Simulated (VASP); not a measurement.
# Mg32O31 (a cell with a defect) in VASP: notebook, part 2 of 2

VASP 6.6.1. The steps go on from the part before.

## (3) Single point, PBE+D3(BJ)

INCAR

```
PREC = Accurate
ENCUT = 520
EDIFF = 1E-7
ISMEAR = 0
SIGMA = 0.05
LREAL = Auto
LASPH = True
NELM = 80
ALGO = Normal
ISIF = 2
LWAVE = False
LCHARG = False
GGA = PE
IVDW = 12
NBANDS = 162
```

KPOINTS

```
regular mesh
0
Gamma
  1 1 1
```

POSCAR

```
Mg32O31
1.0
    8.8224000000      0.0000000000      0.0000000000
    0.0000000000      8.8224000000      0.0000000000
    0.0000000000      0.0000000000      8.8224000000
Mg O
32 31
Direct
    0.4983071500      0.0009798921      0.0014868970
    0.7476099474      0.2498711235     -0.0014858769
    0.7488199356      0.0043560709      0.2497608361
   -0.0010417800      0.0046636970     -0.0000347978
    0.2495401478      0.2498667029     -0.0000252766
    0.4983078301      0.4987608814      0.0014866703
    0.7453128400      0.7498687432     -0.0036842583
    0.2472079026      0.0083294795      0.2525796835
    0.4998232907      0.2498716902      0.2502504987
    0.7488207291      0.4953912768      0.2497659367
    0.4998287314      0.0046703845      0.5008259657
    0.7520171382      0.2498739572      0.5005879353
    0.7512062477      0.0003198676      0.7485792982
   -0.0010374728      0.4950750363     -0.0000368380
    0.2526099474      0.7498721436     -0.0091480776
   -0.0042563248      0.2498764509      0.2478624864
    0.2472164037      0.4914152612      0.2525784367
    0.5089441649      0.7498728237      0.2471827394
    0.0074174828     -0.0022493879      0.4923707835
    0.2519319006      0.2498740705      0.5040500317
    0.4998272579      0.4950785501      0.5008289128
    0.7368009839      0.7498744106      0.5005399891
    0.2500327575      0.0043539173      0.7509769450
    0.5012765234      0.2498708968      0.7521822860
    0.7512123685      0.4994220394      0.7485790715
   -0.0160785047      0.7498665896      0.2328911634
    0.0074245103      0.5019903881      0.4923838185
    0.2669042437      0.7498807581      0.5158737985
   -0.0007940016      0.2498612622      0.7477797425
    0.2500316240      0.4953875363      0.7509781919
    0.5034733179      0.7498708968      0.7544774664
   -0.0007487758      0.7498744106      0.7629944233
    0.7462397987      0.2498801913      0.2501569868
   -0.0037633750      0.4911377856      0.2438163085
   -0.0003680404      0.2498771309      0.5001659412
    0.2501594804      0.2498759975      0.2496349066
    0.4990454978      0.5006596844      0.2510794115
    0.7477611534      0.7498764509      0.2491060256
   -0.0037659820      0.0086256574      0.2438123413
    0.5044126315      0.2498779244      0.5013806901
    0.7527748685      0.5048837051      0.4990086598
    0.7506866612      0.2498810981      0.7491124864
    0.0007907145      0.5048910727      0.7470157780
   -0.0015823359      0.2498803047     -0.0046177911
    0.0586473069      0.7498964001      0.4411491204
    0.4990533188     -0.0009014554      0.2510812251
    0.2559773984      0.4911337051      0.5035609358
    0.5006033506      0.7498792845      0.5024141957
    0.7527806493     -0.0051291032      0.4990100199
    0.2496429543      0.2498775843      0.7535592356
    0.5008212051      0.4999921790      0.7512366250
    0.7525286770      0.7498792845      0.7472686571
    0.0007901478     -0.0051252494      0.7470239391
    0.4989440515      0.2498816649      0.0008578165
    0.7485632028      0.4999951260     -0.0010254579
   -0.0026141413      0.7498835918     -0.0008079434
    0.2559845394      0.0086230504      0.5035636561
    0.2506982227      0.7498850653      0.7520345938
    0.5008273259     -0.0002313429      0.7512383252
    0.2487173558      0.5006619514      0.0007461688
    0.5009166440      0.7498793979     -0.0011172697
    0.7485604824     -0.0002329298     -0.0010238711
    0.2487232499     -0.0009003219      0.0007499093
```

Potentials or basis: VASP PAW PBE potentials, release 64 (Mg, O).

Command:

```console
cat potpaw_PBE.64/Mg/POTCAR potpaw_PBE.64/O/POTCAR > POTCAR
mpirun -np 1 vasp_gam > vasp.out
```

Run time: 4 min. Hardware: 1 thread of Intel Xeon Platinum 8488C (Sapphire Rapids), shared host; peak memory 0.65 GiB.

Results (log left out):

* Free energy: -381.4573 eV
* Pressure: -14.8 GPa
* Largest force: 2.108 eV/Å
* Band gap on the k mesh: 1.90 eV
* Dispersion energy per atom: -0.255 eV

Forces on the atoms (eV/Å):
```
Mg   0.034  0.000 -0.034
Mg   0.031  0.000 -0.007
Mg   0.011 -0.039 -0.012
Mg   0.010 -0.025 -0.019
Mg   0.002  0.001 -0.048
Mg   0.034  0.001 -0.034
Mg   0.060  0.000  0.027
Mg   0.131  0.085 -0.131
Mg   0.048  0.000 -0.002
Mg   0.011  0.039 -0.012
Mg   0.018 -0.025 -0.009
Mg   0.047  0.000 -0.010
Mg   0.019 -0.020 -0.018
Mg   0.010  0.025 -0.019
Mg   0.014  0.000  0.072
Mg   0.034  0.000  0.041
Mg   0.131 -0.084 -0.131
Mg  -0.072  0.000 -0.014
Mg   0.004 -0.179 -0.004
Mg  -0.041  0.000 -0.034
Mg   0.019  0.025 -0.009
Mg   0.088  0.000 -0.082
Mg   0.012 -0.039 -0.011
Mg   0.008  0.000 -0.030
Mg   0.018  0.021 -0.019
Mg   0.233  0.000  0.248
Mg   0.004  0.179 -0.004
Mg  -0.249  0.000 -0.233
Mg   0.010  0.000 -0.046
Mg   0.012  0.039 -0.011
Mg  -0.026  0.000 -0.059
Mg   0.082  0.000 -0.088
O    0.069  0.000 -0.004
O    0.100  0.092  0.007
O    0.023  0.000 -0.025
O    0.025  0.000 -0.026
O    0.066 -0.069 -0.033
O    0.013  0.001 -0.019
O    0.100 -0.092  0.009
O    0.001  0.000 -0.006
O    0.004  0.004 -0.010
O    0.019  0.000 -0.018
O    0.010  0.005 -0.004
O    0.008  0.000  0.000
O   -1.491 -0.001  1.490
O    0.066  0.068 -0.033
O   -0.007  0.091 -0.100
O   -0.026  0.000  0.006
O    0.004 -0.005 -0.010
O    0.004  0.000 -0.070
O    0.013 -0.011 -0.021
O    0.043 -0.001 -0.043
O    0.010 -0.004 -0.005
O    0.025 -0.001 -0.025
O    0.019 -0.012 -0.014
O   -0.005  0.000  0.026
O   -0.007 -0.092 -0.099
O    0.018  0.000 -0.012
O    0.013  0.012 -0.021
O    0.032 -0.068 -0.067
O    0.052 -0.001 -0.052
O    0.019  0.012 -0.013
O    0.032  0.068 -0.067
```

Stress tensor (GPa, compression positive):
```
-14.70   0.00   0.45
  0.00 -15.14   0.00
  0.45   0.00 -14.70
```

Levels at points of the mesh, in eV from the valence-band top:
```tsv
k point	band 122	band 123	band 124	band 125	band 126	band 127	band 128	band 129
(0.00, 0.00, 0.00)	-2.41	-2.37	-2.29	0.00	1.90	3.54	3.55	3.65
```

Caveat: the k points lie up to 0.71 Å⁻¹ apart.

## (4) Single point, PBE+D3(BJ)

INCAR

```
PREC = Accurate
ENCUT = 520
EDIFF = 1E-7
ISMEAR = 0
SIGMA = 0.05
LREAL = Auto
LASPH = T
NELM = 60
ALGO = Normal
ISIF = 2
LWAVE = F
LCHARG = F
GGA = PE
IVDW = 12
NBANDS = 162
```

KPOINTS

```
Automatic mesh
0
Gamma
  1 1 1
```

POSCAR

```
Mg32O31
1.0
    8.8224000000      0.0000000000      0.0000000000
    0.0000000000      8.8224000000      0.0000000000
    0.0000000000      0.0000000000      8.8224000000
Mg O
32 31
Direct
    0.4990511652      0.0009392002      0.0008461416
    0.7482305268      0.2499352784     -0.0013201623
    0.7488758161      0.0032901478      0.2500449991
   -0.0010867791      0.0029527113      0.0001202621
    0.2493874683      0.2499326714     -0.0011054815
    0.4990517320      0.4989292029      0.0008458016
    0.7471371736      0.7499325580     -0.0025561072
    0.2491967038      0.0095468353      0.2506950490
    0.5010058487      0.2499360718      0.2505065515
    0.7488774030      0.4965827893      0.2500490796
    0.4997760247      0.0029581520      0.5009760383
    0.7519216993      0.2499369786      0.5008645040
    0.7511178364     -0.0001727421      0.7487718761
   -0.0010841721      0.4969143317      0.0001187885
    0.2515229416      0.7499348250     -0.0078101197
   -0.0038185754      0.2499378854      0.2491811752
    0.2492002176      0.4903261017      0.2506964091
    0.5077081066      0.7499351650      0.2483731184
    0.0048266911     -0.0033431946      0.4950661951
    0.2507152249      0.2499359585      0.5037147488
    0.4997740978      0.4969156919      0.5009784186
    0.7423880123      0.7499369786      0.5001588003
    0.2498523078      0.0032891277      0.7510234177
    0.5012142954      0.2499349383      0.7516653065
    0.7511233905      0.5000419387      0.7487710827
   -0.0114466585      0.7499335782      0.2414056266
    0.0048333787      0.5032148848      0.4950741295
    0.2584929271      0.7499421926      0.5113447588
   -0.0009677639      0.2499276841      0.7479774211
    0.2498504942      0.4965795022      0.7510233043
    0.5024491068      0.7499343716      0.7527566195
   -0.0002631937      0.7499376587      0.7575089545
    0.7476918979      0.2499408324      0.2504026115
   -0.0019151251      0.4945402612      0.2460026750
   -0.0002236353      0.2499386788      0.5001233225
    0.2502374637      0.2499381121      0.2496582563
    0.4997135700      0.4996087232      0.2506352013
    0.7481558306      0.7499384521      0.2492588185
   -0.0019164853      0.0053417437      0.2460004081
    0.5030302412      0.2499391322      0.5013781964
    0.7517855686      0.5036419795      0.4992426097
    0.7506367882      0.2499415125      0.7492630123
    0.0006583243      0.5036468535      0.7481091313
   -0.0014791893      0.2499407191     -0.0031332744
    0.0274678092      0.7499462731      0.4724317646
    0.4997184440      0.0002718081      0.2506361081
    0.2538942918      0.4945373141      0.5018145856
    0.4997967673      0.7499404924      0.5020157780
    0.7517889690     -0.0037637151      0.4992432898
    0.2494983225      0.2499385655      0.7522089227
    0.5004926097      0.4998890325      0.7510541349
    0.7523177367      0.7499401523      0.7475804770
    0.0006573041     -0.0037614481      0.7481150254
    0.4993230867      0.2499421926      0.0005795475
    0.7488464590      0.4998911861     -0.0005951895
   -0.0021157508      0.7499428727      0.0001007662
    0.2538975789      0.0053409503      0.5018151523
    0.2506448359      0.7499447996      0.7517421563
    0.5004970303     -0.0000071409      0.7510552684
    0.2492633524      0.4996101968      0.0001815832
    0.5008628038      0.7499398123     -0.0009625499
    0.7488441921     -0.0000085011     -0.0005938293
    0.2492681130      0.0002722615      0.0001845303
```

Command:

```console
cat potpaw_PBE.64/Mg/POTCAR potpaw_PBE.64/O/POTCAR > POTCAR
mpirun -np 1 vasp_gam > vasp.out
```

Run time: 4.4 min. Hardware: 1 thread of Intel Xeon Platinum 8488C (Sapphire Rapids), shared host; peak memory 0.64 GiB.

Results (log left out):

```yaml
Free_energy: -382.2506 eV
Pressure: -15.7 GPa
Largest_force: 1.222 eV/Å
Band_gap_on_the_k_mesh: 2.03 eV
Dispersion_energy_per_atom: -0.255 eV
```

Forces on the atoms (eV/Å):
```
Mg   0.035 -0.007 -0.035
Mg   0.039  0.000 -0.009
Mg   0.016 -0.033 -0.012
Mg   0.010 -0.041 -0.017
Mg   0.002  0.000 -0.038
Mg   0.035  0.008 -0.035
Mg   0.067  0.000  0.016
Mg   0.072  0.044 -0.072
Mg   0.038  0.000 -0.002
Mg   0.016  0.033 -0.012
Mg   0.017 -0.041 -0.010
Mg   0.010  0.000 -0.008
Mg   0.008 -0.012 -0.008
Mg   0.010  0.042 -0.017
Mg  -0.018  0.000  0.007
Mg   0.035  0.000  0.026
Mg   0.072 -0.044 -0.072
Mg  -0.007  0.000  0.018
Mg  -0.055 -0.041  0.055
Mg  -0.026  0.000 -0.035
Mg   0.017  0.042 -0.010
Mg   0.170  0.000 -0.039
Mg   0.012 -0.033 -0.016
Mg   0.009  0.000 -0.039
Mg   0.008  0.012 -0.008
Mg   0.129  0.000  0.232
Mg  -0.055  0.041  0.055
Mg  -0.232  0.000 -0.129
Mg   0.008  0.000 -0.010
Mg   0.012  0.033 -0.016
Mg  -0.016  0.000 -0.067
Mg   0.039  0.000 -0.170
O    0.059  0.000 -0.010
O    0.067  0.100  0.046
O    0.020  0.000 -0.020
O    0.016  0.000 -0.016
O    0.032 -0.031 -0.028
O    0.019  0.000 -0.011
O    0.067 -0.100  0.046
O   -0.027  0.000 -0.022
O   -0.016 -0.038 -0.007
O    0.013  0.000 -0.013
O    0.007 -0.038  0.016
O    0.022  0.000  0.027
O   -0.864 -0.001  0.864
O    0.032  0.030 -0.028
O   -0.046  0.100 -0.067
O   -0.012  0.000 -0.028
O   -0.016  0.039 -0.007
O    0.010  0.000 -0.059
O    0.006 -0.007 -0.021
O   -0.001  0.000  0.001
O    0.007  0.039  0.016
O    0.021  0.000 -0.021
O    0.021 -0.007 -0.006
O    0.028  0.000  0.012
O   -0.046 -0.100 -0.067
O    0.011  0.000 -0.019
O    0.005  0.006 -0.021
O    0.028 -0.031 -0.032
O    0.011 -0.001 -0.011
O    0.021  0.006 -0.005
O    0.028  0.030 -0.032
```

Stress tensor (GPa, compression positive):
```
-15.66   0.00   0.17
  0.00 -15.75   0.00
  0.17   0.00 -15.66
```

Levels at points of the mesh, in eV from the valence-band top:
```tsv
k point	band 123	band 124	band 125	band 126	band 127	band 128
(0.00, 0.00, 0.00)	-2.19	-2.19	0.00	2.03	3.72	3.75
```

Caveat: the k points lie up to 0.71 Å⁻¹ apart.

## (5) Overview

```tsv
cell	gap on the mesh (eV)	pressure (GPa)	largest force (eV/Å)
as given, atomic positions A	1.84	-13.9	1.88
as given, atomic positions B	1.90	-14.8	2.11
as given, atomic positions C	2.03	-15.7	1.22
```

Alike in all rows: task single point; level PBE+D3(BJ); potentials or basis VASP PAW PBE potentials, release 64 (Mg, O); no spin polarisation; k mesh 1 × 1 × 1; cutoff (eV) 520; smearing gaussian 0.05 eV.

Caveats: all runs use coarse meshes.

Absolute energies hang on the potentials; compare differences alone.
